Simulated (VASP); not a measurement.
# Sn8HO7 (a cell with a defect) in VASP: relaxation of the atoms with PBE+D3(BJ)

Aim: the relaxation of the atoms of Sn8HO7 (a cell with a defect) with PBE+D3(BJ).

Program: VASP 6.6.1. These are calculated values, not measurements. Logs are shortened: lines on timing, memory, paths and dates and some standing lists are left out, and cuts for length are marked.

### Step 1. The cell of the first run

The cell holds a defect, 16 atoms: a = 7.217 Å, b = 7.217 Å, c = 7.217 Å, α = 97.49°, β = 115.78°, γ = 115.78°.

### Step 2. Relaxation of the atoms, PBE+D3(BJ)

INCAR

```
SYSTEM = Sn8HO7
PREC = Accurate ; ENCUT = 520
EDIFF = 1E-7 ; ISMEAR = 0
SIGMA = 0.1 ; LREAL = .False.
LASPH = .True. ; NELM = 120
ALGO = Normal ; ISIF = 2
LWAVE = .False. ; LCHARG = .False.
GGA = PE ; IVDW = 12
IBRION = 2 ; NSW = 65
EDIFFG = -0.025 ; GGA_COMPAT = .False.
NELMIN = 4 ; KPAR = 4
```

KPOINTS

```
regular mesh
0
Gamma
  5 5 5
  0 0 0
```

POSCAR

```
Sn8HO7
1.0
    3.8365550865      3.8365550865     -4.7594503556
   -3.8365550865      3.8365550865      4.7594503556
    3.8365550865     -3.8365550865      4.7594503556
Sn H O
8 1 7
Direct
    0.2500000000      0.1217339966      0.3717339966
    0.2500000000      0.6217339966      0.8717339966
    0.7500000000      0.6217339966      0.3717339966
    0.7500000000      0.1217339966      0.8717339966
    0.2500000000      0.6282660035      0.3782660034
    0.2500000000      0.1282660035      0.8782660034
    0.7500000000      0.1282660035      0.3782660034
    0.7500000000      0.6282660035      0.8782660034
    0.0000000000      0.0000000000      0.0000000000
    0.0000000000      0.5000000000      0.5000000000
    0.5000000000      0.5000000000      0.0000000000
    0.5000000000      0.0000000000      0.5000000000
    0.5000000000      0.2500000000      0.2500000000
    0.5000000000      0.7500000000      0.7500000000
    0.0000000000      0.7500000000      0.2500000000
    0.0000000000      0.2500000000      0.7500000000
```

Potentials or basis: VASP PAW PBE potentials, release 64 (Sn_d, H, O).

Started as:

```bash
$ cat potpaw_PBE.64/Sn_d/POTCAR potpaw_PBE.64/H/POTCAR potpaw_PBE.64/O/POTCAR > POTCAR
$ mpirun -np 4 vasp_std > vasp.out
```

OUTCAR:

```text
SYSTEM = Sn8HO7
   PREC = Accurate
   ENCUT = 520
   EDIFF = 1E-7
   ISMEAR = 0
   LREAL = .False.
   LASPH = .True.
   NELM = 120
   ISIF = 2
   GGA = PE
   IVDW = 12
   IBRION = 2
   NSW = 65
   EDIFFG = -0.025
   NELMIN = 4
 IVDW          = 12

 ion  position               nearest neighbor table
   1  0.250  0.122  0.372-   9 2.24  12 2.24  13 2.24  15 2.24   5 3.57   7 3.57   8 3.57   6 3.57
                             6 3.65   7 3.65   8 3.65   5 3.65
   2  0.250  0.622  0.872-  10 2.24  11 2.24  14 2.24  16 2.24   6 3.57   8 3.57   7 3.57   5 3.57
                             5 3.65   7 3.65   8 3.65   6 3.65
   3  0.750  0.622  0.372-  10 2.24  11 2.24  13 2.24  15 2.24   7 3.57   5 3.57   6 3.57   8 3.57
                             8 3.65   5 3.65   6 3.65   7 3.65
   4  0.750  0.122  0.872-   9 2.24  12 2.24  14 2.24  16 2.24   8 3.57   6 3.57   5 3.57   7 3.57
                             7 3.65   5 3.65   6 3.65   8 3.65
   5  0.250  0.628  0.378-  12 2.24  15 2.24  14 2.24  10 2.24   1 3.57   4 3.57   3 3.57   2 3.57
                             2 3.65   3 3.65   4 3.65   1 3.65
   6  0.250  0.128  0.878-  11 2.24  16 2.24  13 2.24   9 2.24   2 3.57   3 3.57   4 3.57   1 3.57
                             1 3.65   4 3.65   3 3.65   2 3.65
   7  0.750  0.128  0.378-  10 2.24  13 2.24  12 2.24  16 2.24   3 3.57   2 3.57   1 3.57   4 3.57
                             4 3.65   1 3.65   2 3.65   3 3.65
   8  0.750  0.628  0.878-   9 2.24  14 2.24  11 2.24  15 2.24   4 3.57   1 3.57   2 3.57   3 3.57
                             3 3.65   2 3.65   1 3.65   4 3.65
   9  0.000  0.000  0.000-   8 2.24   4 2.24   1 2.24   6 2.24
  10  0.000  0.500  0.500-   7 2.24   3 2.24   2 2.24   5 2.24
  11  0.500  0.500  0.000-   6 2.24   3 2.24   2 2.24   8 2.24
  12  0.500  0.000  0.500-   5 2.24   4 2.24   1 2.24   7 2.24
  13  0.500  0.250  0.250-   7 2.24   3 2.24   1 2.24   6 2.24
  14  0.500  0.750  0.750-   8 2.24   4 2.24   2 2.24   5 2.24
  15  0.000  0.750  0.250-   5 2.24   3 2.24   1 2.24   8 2.24
  16  0.000  0.250  0.750-   6 2.24   4 2.24   2 2.24   7 2.24

  LATTYP: Found a body centered tetragonal cell.
 ALAT       =     7.6731101730
 C/A-ratio  =     1.2405531130

  Lattice vectors:

 A1 = (   3.8365550865,  -3.8365550865,  -4.7594503556)
 A2 = (  -3.8365550865,   3.8365550865,  -4.7594503556)
 A3 = (   3.8365550865,   3.8365550865,   4.7594503556)

Analysis of symmetry for initial positions (statically):
=====================================================================
 Subroutine PRICEL returns:
 Original cell was already a primitive cell.

 Routine SETGRP: Setting up the symmetry group for a
 body centered tetragonal supercell.

 Subroutine GETGRP returns: Found  8 space group operations
 (whereof  8 operations were pure point group operations)
 out of a pool of 16 trial point group operations.

The static configuration has the point symmetry D_2d.

Analysis of symmetry for dynamics (positions and initial velocities):
=====================================================================
 Subroutine PRICEL returns:
 Original cell was already a primitive cell.

 Routine SETGRP: Setting up the symmetry group for a
 body centered tetragonal supercell.

 Subroutine GETGRP returns: Found  8 space group operations
 (whereof  8 operations were pure point group operations)
 out of a pool of 16 trial point group operations.

The dynamic configuration has the point symmetry D_2d.

 Subroutine INISYM returns: Found  8 space group operations
 (whereof  8 operations are pure point group operations),
 and found     1 'primitive' translations

----------------------------------------------------------------------------------------

                                     Primitive cell

  volume of cell :     280.2203

  direct lattice vectors                    reciprocal lattice vectors
     3.836555087  3.836555087 -4.759450356     0.130325250  0.130325250  0.000000000
    -3.836555087  3.836555087  4.759450356     0.000000000  0.130325250  0.105054148
     3.836555087 -3.836555087  4.759450356     0.130325250  0.000000000  0.105054148

  length of vectors
     7.217387169  7.217387169  7.217387169     0.184307736  0.167394876  0.167394876

  position of ions in fractional coordinates (direct lattice)
     0.250000000  0.121733997  0.371733997
     0.250000000  0.621733997  0.871733997
     0.750000000  0.621733997  0.371733997
     0.750000000  0.121733997  0.871733997
     0.250000000  0.628266004  0.378266003
     0.250000000  0.128266004  0.878266003
[... 8 lines left out ...]
     0.000000000  0.750000000  0.250000000
     0.000000000  0.250000000  0.750000000

  ion indices of the primitive-cell ions
   primitive index   ion index
                 1           1
                 2           2
                 3           3
                 4           4
                 5           5
                 6           6
[... 8 lines left out ...]
                15          15
                16          16

----------------------------------------------------------------------------------------

 KPOINTS: regular mesh

Automatic generation of k-mesh.
 Grid dimensions read from file:
 generate k-points for:    5    5    5

 Generating k-lattice:

  Cartesian coordinates                     Fractional coordinates (reciprocal lattice)
     0.026065050  0.026065050  0.000000000     0.200000000  0.000000000  0.000000000
     0.000000000  0.026065050  0.021010830    -0.000000000  0.200000000  0.000000000
     0.026065050  0.000000000  0.021010830    -0.000000000  0.000000000  0.200000000

  Length of vectors
     0.036861547  0.033478975  0.033478975

  Shift w.r.t. Gamma in fractional coordinates (k-lattice)
     0.000000000  0.000000000  0.000000000

 Subroutine IBZKPT returns following result:
 ===========================================

 Found     18 irreducible k-points:

 Following reciprocal coordinates:
            Coordinates               Weight
  0.000000  0.000000  0.000000      1.000000
  0.200000  0.000000  0.000000      4.000000
  0.400000  0.000000  0.000000      4.000000
 -0.000000  0.200000  0.000000      8.000000
  0.200000  0.200000  0.000000     16.000000
  0.400000  0.200000  0.000000      8.000000
[... 10 lines left out ...]
 -0.400000  0.400000  0.400000      2.000000
  0.400000 -0.400000  0.400000      4.000000
   k-points           NKPTS =     18   k-points in BZ     NKDIM =     18   number of bands    NBANDS=     93
   number of dos      NEDOS =    301   number of ions     NIONS =     16
   total plane-waves  NPLWV = 157464
   dimension x,y,z NGX =    54 NGY =   54 NGZ =   54
   dimension x,y,z NGXF=   108 NGYF=  108 NGZF=  108
   ions per type =               8   1   7
   NGX,Y,Z   is equivalent  to a cutoff of  12.44, 12.44, 12.44 a.u.
   NGXF,Y,Z  is equivalent  to a cutoff of  24.88, 24.88, 24.88 a.u.
 SYSTEM =  Sn8HO7
   PREC   = accura    normal or accurate (medium, high low for compatibility)
   ISTART =      0    job   : 0-new  1-cont  2-samecut
   ICHARG =      2    charge: 1-file 2-atom 10-const
   ISPIN  =      1    spin polarized calculation?
   LNONCOLLINEAR =      F non collinear calculations
   LSORBIT =      F    spin-orbit coupling
   LASPH  =      T    aspherical Exc in radial PAW
   ENCUT  =  520.0 eV  38.22 Ry    6.18 a.u.  13.42 13.42 13.42*2*pi/ulx,y,z
   NELM   =    120;   NELMIN=  4; NELMDL= -5     # of ELM steps
   EDIFF  = 0.1E-06   stopping-criterion for ELM
   LREAL  =      F    real-space projection
   EDIFFG = -.3E-01   stopping-criterion for IOM
   NSW    =     65    number of steps for IOM
   IBRION =      2    ionic relax: 0-MD 1-quasi-New 2-CG
   NFREE  =      1    steps in history (QN), initial steepest desc. (CG)
   ISIF   =      2    stress and relaxation
   ISYM   =      2    0-nonsym 1-usesym 2-fastsym
   POTIM  = 0.5000    time-step for ionic-motion
   TEBEG  =    0.0;   TEEND  =   0.0 temperature during run
   PSTRESS=    0.0 pullay stress
   NELECT =     155.0000    total number of electrons
   NUPDOWN=      -1.0000    fix difference up-down
   EMIN   =  10.00;   EMAX   =-10.00  energy-range for DOS
   EFERMI =   0.00;   METHOD = LEGACY
   ISMEAR =     0;   SIGMA  =   0.10  broadening in eV -4-tet -1-fermi 0-gaus
   EFERMI_NEDOS =   21; number of points for ismear=-14 and -15
   IALGO  =     38    algorithm
   IMIX   =      4    mixing-type and parameters
     AMIX     =   0.40;   BMIX     =  1.00
     AMIX_MAG =   1.60;   BMIX_MAG =  1.00
  volume/ion in A,a.u.               =      17.51       118.19
  Fermi-wavevector in a.u.,A,eV,Ry     =   1.343854  2.539516 24.571364  1.805944
  Thomas-Fermi vector in A             =   2.471895
   LORBIT       =      0    0 simple, 1 ext, 2 COOP (PROOUT), +10 PAW based schemes
   GGA     = PE    functional components
   LHFCALC =     F    Hartree Fock is set to
   AEXX    =    0.0000 exact exchange contribution
   IVDW    =    12    specifies the selected vdW correction
   LEPSILON=     F    determine dielectric tensor
   LRPA    =     F    only Hartree local field effects (RPA)
 conjugate gradient relaxation of ions
 non-spin polarized calculation
 Gauss-broadening in eV      SIGMA  =   0.10
  energy-cutoff  :      520.00
  volume of cell :      280.22
 maximum number of plane-waves:      7573
 NGX is ok and might be reduce to    54
   NGX = 27   NGY = 27   NGZ = 27

--------------------------------------- Ionic step        1  -------------------------------------------

 number of electron     154.9999971 magnetization

 Free energy of the ion-electron system (eV)
  ---------------------------------------------------
  ext. energy  EPLUGINS =         0.00000000
  ---------------------------------------------------
  free energy    TOTEN  =       -85.07779986 eV

  energy without entropy =      -85.05705987  energy(sigma->0) =      -85.06742987

------------------------ aborting loop because EDIFF is reached ----------------------------------------

 Edisp (eV)   -3.68701

 E8    (eV) :    -1.6028
[... 147 lines left out ...]
  FREE ENERGIE OF THE ION-ELECTRON SYSTEM (eV)
  ---------------------------------------------------
  free  energy   TOTEN  =       -88.9186960611 eV

  energy  without entropy=      -88.8977489919  energy(sigma->0) =      -88.90822253

[... ionic steps 4 to 9 ...]

--------------------------------------- Ionic step       10  -------------------------------------------

 number of electron     155.0000028 magnetization

------------------------ aborting loop because EDIFF is reached ----------------------------------------
[... 103 lines left out ...]
--------------------------------------- Ionic step       12  -------------------------------------------

 number of electron     155.0000011 magnetization

 Free energy of the ion-electron system (eV)
  ---------------------------------------------------
  ext. energy  EPLUGINS =         0.00000000
  ---------------------------------------------------
  free energy    TOTEN  =       -85.25423289 eV

  energy without entropy =      -85.23309335  energy(sigma->0) =      -85.24366312

 E-fermi :   7.5757     XC(G=0): -10.2232

 val. band max:        7.5724279215   @ k =   0.4000  -0.4000   0.2000
 cond. band min:       7.5836245603   @ k =  -0.2000   0.4000   0.0000
 fundamental gap:      0.0111966388
 Fermi energy:         7.5757169016

 k-point     1 :       0.0000    0.0000    0.0000
  band No.  band energies     occupation
      1     -14.9736      2.00000
      2     -14.9364      2.00000
      3     -14.8994      2.00000
      4     -14.8677      2.00000
      5     -14.8663      2.00000
      6     -14.8663      2.00000
[... 1645 lines left out ...]
     88      10.6860      0.00000
     89      11.3170      0.00000
 [bands above 89 left out]

------------------------ aborting loop because EDIFF is reached ----------------------------------------

 Edisp (eV)   -3.69330

 E8    (eV) :    -1.6056
[... 39 lines left out ...]
  FREE ENERGIE OF THE ION-ELECTRON SYSTEM (eV)
  ---------------------------------------------------
  free  energy   TOTEN  =       -88.9475348957 eV

  energy  without entropy=      -88.9263953645  energy(sigma->0) =      -88.93696513

 reached required accuracy - stopping structural energy minimisation
```

Run time: 19 min. Hardware: 4 MPI ranks of AMD EPYC 9R45 (Zen 5), shared host; peak memory 0.64 GiB.

What came out:

| Property | Result |
| --- | --- |
| Free energy | -88.9475 eV |
| Energy gained by relaxing | 11.4 meV/atom |
| Ionic steps | 12 |
| Pressure after relaxing | -1.3 GPa |
| Largest force after relaxing | 0.021 eV/Å |
| Band gap on the k mesh | zero (an odd number of electrons rules out a gap without spin polarisation) |
| Dispersion energy per atom | -0.231 eV |

Forces on the atoms (eV/Å):
```
Sn   0.011  0.000  0.013
Sn  -0.021  0.000 -0.003
Sn   0.021  0.000 -0.003
Sn  -0.011  0.000  0.013
Sn   0.000 -0.021  0.003
Sn   0.000  0.011 -0.013
Sn   0.000  0.021  0.003
Sn   0.000 -0.011 -0.013
H    0.000  0.000  0.000
O    0.000  0.000  0.000
O    0.000  0.000 -0.009
O    0.000  0.000  0.009
O   -0.007 -0.007  0.000
O    0.007  0.007  0.000
O   -0.007  0.007  0.000
O    0.007 -0.007  0.000
```

Step by step:
```csv
step,energy change (eV),largest force (eV/Å),pressure (GPa)
1,0.0000,0.6557,0.49
2,-0.1214,0.3239,-0.66
3,-0.1539,0.1902,-1.54
4,-0.1677,0.0838,-1.24
5,-0.1694,0.0819,-1.08
6,-0.1716,0.0612,-1.15
7,-0.1754,0.1009,-1.34
8,-0.1774,0.0734,-1.31
9,-0.1808,0.0454,-1.23
10,-0.1810,0.0604,-1.21
11,-0.1823,0.0353,-1.25
12,-0.1827,0.0211,-1.28
```

Final structure:
```yaml
crystal:
  lattice:
    - [3.83656, 3.83656, -4.75945]
    - [-3.83656, 3.83656, 4.75945]
    - [3.83656, -3.83656, 4.75945]
  atoms:
    - { symbol: Sn, position: [0.25252, 0.12872, 0.38124] }
    - { symbol: Sn, position: [0.25395, 0.62278, 0.87673] }
    - { symbol: Sn, position: [0.74605, 0.62278, 0.36882] }
    - { symbol: Sn, position: [0.74748, 0.12872, 0.87620] }
    - { symbol: Sn, position: [0.25395, 0.63118, 0.37722] }
    - { symbol: Sn, position: [0.25252, 0.12380, 0.87128] }
    - { symbol: Sn, position: [0.74605, 0.12327, 0.37722] }
    - { symbol: Sn, position: [0.74748, 0.61876, 0.87128] }
    - { symbol: H, position: [0.00000, 0.00000, 0.00000] }
    - { symbol: O, position: [0.00000, 0.50000, 0.50000] }
    - { symbol: O, position: [0.50000, 0.49017, 0.99017] }
    - { symbol: O, position: [0.50000, 0.00983, 0.50983] }
    - { symbol: O, position: [0.48542, 0.24271, 0.24271] }
    - { symbol: O, position: [0.51458, 0.75729, 0.75729] }
    - { symbol: O, position: [0.00000, 0.75729, 0.24271] }
    - { symbol: O, position: [0.00000, 0.24271, 0.75729] }
```

Caveat: spin-orbit coupling is left out, which moves the levels of the heavy elements; an odd number of electrons without spin polarisation forces a metal; a magnetic or distorted state may lie lower.
